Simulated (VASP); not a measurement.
# BaTe (I4mm) in VASP: single point with r2SCAN

Aim: the single point of BaTe with r2SCAN.

Everything below comes from runs of VASP 6.6.1. Logs are shortened: lines on timing, memory, paths and dates and some standing lists are left out, and cuts for length are marked.

## (1) The cell of the first run

Symmetry: I4mm, No. 107, tetragonal system. Conventional cell: a = 4.822 Å, b = 4.822 Å, c = 6.820 Å, α = 90.00°, β = 90.00°, γ = 90.00°. Ba (site symmetry 4mm) has 6 Te at 3.24 to 3.58 Å within 4.3 Å. Within 4.3 Å of Te (site symmetry 4mm) lie 6 Ba at 3.24 to 3.58 Å.

## (2) Single point, r2SCAN (all Te atoms moved +0.175 Å, as atom 2 along Cartesian [0 1 0])

POSCAR reads:

```
BaTe
1.0
    0.0000000000      3.4100000000      3.4100000000
    3.4100000000      0.0000000000      3.4100000000
    3.4100000000      3.4100000000      0.0000000000
Ba Te
1 1
Direct
    0.0000000000      0.0000000000      0.0000000000
    0.5256598240      0.4743401760      0.5256598240
```

INCAR.step1 reads:

```
SYSTEM = BaTe
  ALGO = Normal
  EDIFF = 1E-4
  ENCUT = 520
  GGA = PE
  ISMEAR = 0
  LASPH = .TRUE.
  LCHARG = .FALSE.
  LREAL = .FALSE.
  LWAVE = .TRUE.
  NBANDS = 15
  NELM = 100
  PREC = Accurate
  SIGMA = 0.05
```

INCAR.step2 reads:

```
SYSTEM = BaTe
  ALGO = Normal
  EDIFF = 1E-6
  ENCUT = 520
  ISIF = 2
  ISMEAR = 0
  ISTART = 1
  LASPH = .TRUE.
  LCHARG = .FALSE.
  LMIXTAU = .TRUE.
  LREAL = .FALSE.
  LWAVE = .FALSE.
  METAGGA = R2SCAN
  NBANDS = 15
  NELM = 100
  PREC = Accurate
  SIGMA = 0.05
```

KPOINTS reads:

```
k-points
0
G
  8 8 8
  0 0 0
```

Potentials or basis: VASP PAW PBE potentials, release 64 (Ba_sv, Te).

Launch:

```sh
cat potpaw_PBE.64/Ba_sv/POTCAR potpaw_PBE.64/Te/POTCAR > POTCAR
cp INCAR.step1 INCAR
mpirun -np 1 vasp_std > vasp.out
cp INCAR.step2 INCAR
mpirun -np 1 vasp_std > vasp.out
```

OUTCAR:

```text
SYSTEM = BaTe
   EDIFF = 1E-6
   ENCUT = 520
   ISIF = 2
   ISMEAR = 0
   ISTART = 1
   LASPH = .TRUE.
   LREAL = .FALSE.
   METAGGA = R2SCAN
   NELM = 100
   PREC = Accurate

 ion  position               nearest neighbor table
   1  0.000  0.000  0.000-   2 3.24   2 3.41   2 3.41   2 3.41   2 3.41   2 3.58
   2  0.526  0.474  0.526-   1 3.24   1 3.41   1 3.41   1 3.41   1 3.41   1 3.58

  LATTYP: Found a face centered cubic cell.
 ALAT       =     6.8200000000

  Lattice vectors:

 A1 = (   0.0000000000,   3.4100000000,   3.4100000000)
 A2 = (   3.4100000000,   0.0000000000,   3.4100000000)
 A3 = (   3.4100000000,   3.4100000000,   0.0000000000)

Analysis of symmetry for initial positions (statically):
[... 5 lines left out ...]
 face centered cubic supercell.

 Subroutine GETGRP returns: Found  8 space group operations
 (whereof  8 operations were pure point group operations)
 out of a pool of 48 trial point group operations.

The static configuration has the point symmetry C_4v.

Analysis of symmetry for dynamics (positions and initial velocities):
[... 5 lines left out ...]
 face centered cubic supercell.

 Subroutine GETGRP returns: Found  8 space group operations
 (whereof  8 operations were pure point group operations)
 out of a pool of 48 trial point group operations.

The dynamic configuration has the point symmetry C_4v.

 Subroutine INISYM returns: Found  8 space group operations
 (whereof  8 operations are pure point group operations),
 and found     1 'primitive' translations

----------------------------------------------------------------------------------------

                                     Primitive cell

  volume of cell :      79.3036

  direct lattice vectors                    reciprocal lattice vectors
     0.000000000  3.410000000  3.410000000    -0.146627566  0.146627566  0.146627566
     3.410000000  0.000000000  3.410000000     0.146627566 -0.146627566  0.146627566
     3.410000000  3.410000000  0.000000000     0.146627566  0.146627566 -0.146627566

  length of vectors
     4.822468248  4.822468248  4.822468248     0.253966394  0.253966394  0.253966394

  position of ions in fractional coordinates (direct lattice)
     0.000000000  0.000000000  0.000000000
     0.525659824  0.474340176  0.525659824

  ion indices of the primitive-cell ions
   primitive index   ion index
                 1           1
                 2           2

----------------------------------------------------------------------------------------

 KPOINTS: k-points

Automatic generation of k-mesh.
 Grid dimensions read from file:
 generate k-points for:    8    8    8

 Generating k-lattice:
[... 67 lines left out ...]
   NFREE  =      0    steps in history (QN), initial steepest desc. (CG)
   ISIF   =      2    stress and relaxation
   ISYM   =      2    0-nonsym 1-usesym 2-fastsym
   POTIM  = 0.5000    time-step for ionic-motion
   TEBEG  =    0.0;   TEEND  =   0.0 temperature during run
   PSTRESS=    0.0 pullay stress
   NELECT =      16.0000    total number of electrons
   NUPDOWN=      -1.0000    fix difference up-down
   EMIN   =  10.00;   EMAX   =-10.00  energy-range for DOS
   EFERMI =   0.00;   METHOD = LEGACY
   ISMEAR =     0;   SIGMA  =   0.05  broadening in eV -4-tet -1-fermi 0-gaus
   EFERMI_NEDOS =   21; number of points for ismear=-14 and -15
   IALGO  =     38    algorithm
   IMIX   =      4    mixing-type and parameters
     AMIX     =   0.40;   BMIX     =  1.00
     AMIX_MAG =   1.60;   BMIX_MAG =  1.00
  volume/ion in A,a.u.               =      39.65       267.58
  Fermi-wavevector in a.u.,A,eV,Ry     =   0.960175  1.814468 12.543704  0.921936
  Thomas-Fermi vector in A             =   2.089436
   LORBIT       =      0    0 simple, 1 ext, 2 COOP (PROOUT), +10 PAW based schemes
   METAGGA = R2SCAN    functional components
   LHFCALC =     F    Hartree Fock is set to
   AEXX    =    0.0000 exact exchange contribution
   IVDW    =     0    specifies the selected vdW correction
   LEPSILON=     F    determine dielectric tensor
   LRPA    =     F    only Hartree local field effects (RPA)
 non-spin polarized calculation
 Gauss-broadening in eV      SIGMA  =   0.05
  energy-cutoff  :      520.00
  volume of cell :       79.30
 maximum number of plane-waves:      2150
   NGX = 17   NGY = 17   NGZ = 17

 number of electron      16.0000000 magnetization

 Free energy of the ion-electron system (eV)
  ---------------------------------------------------
  ext. energy  EPLUGINS =         0.00000000
  ---------------------------------------------------
  free energy    TOTEN  =       -55.85296019 eV

  energy without entropy =      -55.85296019  energy(sigma->0) =      -55.85296019

 E-fermi :   2.7975     XC(G=0):  -8.9618

 val. band max:        2.5397550942   @ k =   0.0000   0.0000   0.0000
 cond. band min:       4.2738192076   @ k =   0.5000   0.0000   0.5000
 fundamental gap:      1.7340641134
 Fermi energy:         2.7974744215

 k-point     1 :       0.0000    0.0000    0.0000
  band No.  band energies     occupation
      1     -25.0206      2.00000
      2      -9.7994      2.00000
      3      -9.7703      2.00000
      4      -9.7703      2.00000
      5      -7.4088      2.00000
      6       2.5288      2.00000
      7       2.5288      2.00000
      8       2.5398      2.00000
      9       5.8790      0.00000
     10       5.9375      0.00000
     11       5.9375      0.00000
     12       6.5135      0.00000
     13       6.6420      0.00000
     14       6.7481      0.00000
[... 401 lines left out ...]
      2     -10.2174      2.00000
      3      -9.8994      2.00000
      4      -9.8438      2.00000
      5      -6.7567      2.00000
      6       0.8629      2.00000
      7       1.4617      2.00000
      8       1.7354      2.00000
      9       5.5966      0.00000
     10       8.2926      0.00000
     11       8.4874      0.00000
     12       8.8339      0.00000
     13       8.9620      0.00000
     14      10.0091      0.00000
     15      10.9231      0.00000

 [... further k-points ...]
[... 5 lines left out ...]
  --------------------------------------------------------------------------------------
  -------------------------------------------------------------------------------------
  Total        2.1385466      2.8725350      2.1385466      0.0000000      0.0000000     -0.0000000
  in kB       43.2052146     58.0340368     43.2052146      0.0000000      0.0000000     -0.0000000
  external PRESSURE =      48.1481554 kB  Pullay stress =       0.0000000 kB

 VOLUME and BASIS-vectors are now :
 -----------------------------------------------------------------------------
  energy-cutoff  :      520.00
  volume of cell :       79.30
      direct lattice vectors                 reciprocal lattice vectors
     0.000000000  3.410000000  3.410000000    -0.146627566  0.146627566  0.146627566
     3.410000000  0.000000000  3.410000000     0.146627566 -0.146627566  0.146627566
     3.410000000  3.410000000  0.000000000     0.146627566  0.146627566 -0.146627566

 POSITION                                       TOTAL-FORCE (eV/Angst)
 -----------------------------------------------------------------------------------
      0.00000      0.00000      0.00000         0.000000      0.633961      0.000000
      3.41000      3.58500      3.41000         0.000000     -0.633961      0.000000
 -----------------------------------------------------------------------------------
    total drift:                                0.000000      0.000327      0.000000

  FREE ENERGIE OF THE ION-ELECTRON SYSTEM (eV)
  ---------------------------------------------------
  free  energy   TOTEN  =       -55.8529601895 eV

  energy  without entropy=      -55.8529601895  energy(sigma->0) =      -55.85296019
```

OSZICAR.step1:

```text
N       E                     dE             d eps       ncg     rms          rms(c)
DAV:   1     0.841956997571E+02    0.84196E+02   -0.63194E+03  1770   0.895E+02
DAV:   2    -0.349941901352E+01   -0.87695E+02   -0.80136E+02  2387   0.158E+02
DAV:   3    -0.844151526364E+01   -0.49421E+01   -0.49050E+01  2430   0.401E+01
DAV:   4    -0.855370942491E+01   -0.11219E+00   -0.11217E+00  2256   0.622E+00
DAV:   5    -0.855673486598E+01   -0.30254E-02   -0.30254E-02  2501   0.831E-01    0.425E+00
DAV:   6    -0.845847369564E+01    0.98261E-01   -0.10914E-01  2085   0.174E+00    0.278E+00
DAV:   7    -0.845897468376E+01   -0.50099E-03   -0.10162E-01  2232   0.186E+00    0.808E-01
DAV:   8    -0.846316661418E+01   -0.41919E-02   -0.11538E-02  1966   0.731E-01    0.217E-01
DAV:   9    -0.846353308469E+01   -0.36647E-03   -0.47331E-04  2414   0.160E-01    0.756E-02
DAV:  10    -0.846375580727E+01   -0.22272E-03   -0.18882E-04  2021   0.925E-02    0.176E-02
DAV:  11    -0.846378338657E+01   -0.27579E-04   -0.40793E-05  1676   0.397E-02
   1 F= -.84637834E+01 E0= -.84637834E+01  d E =-.293132E-19
```

Wall time 11 min (1 thread of AMD EPYC, shared host); peak memory 0.23 GiB.

Results:

```
Free energy            : -55.8530 eV
Pressure               : 4.8 GPa
Largest force          : 0.634 eV/Å
Band gap on the k mesh : 1.73 eV, indirect (least direct gap 2.07 eV)
```

Forces in eV/Å, atoms in the order of the input:
```
Ba   0.000  0.634  0.000
Te   0.000 -0.634  0.000
```

Stress tensor (GPa, compression positive):
```
4.32 0.00 0.00
0.00 5.80 0.00
0.00 0.00 4.32
```

Caveat: the cell differs from its parent crystal (all Te atoms moved +0.175 Å, as atom 2 along Cartesian [0 1 0]); the PAW data sets were made with another functional, which shifts forces and pressure a little; spin-orbit coupling is left out, which moves the levels of the heavy elements. A k mesh can miss the band edges.
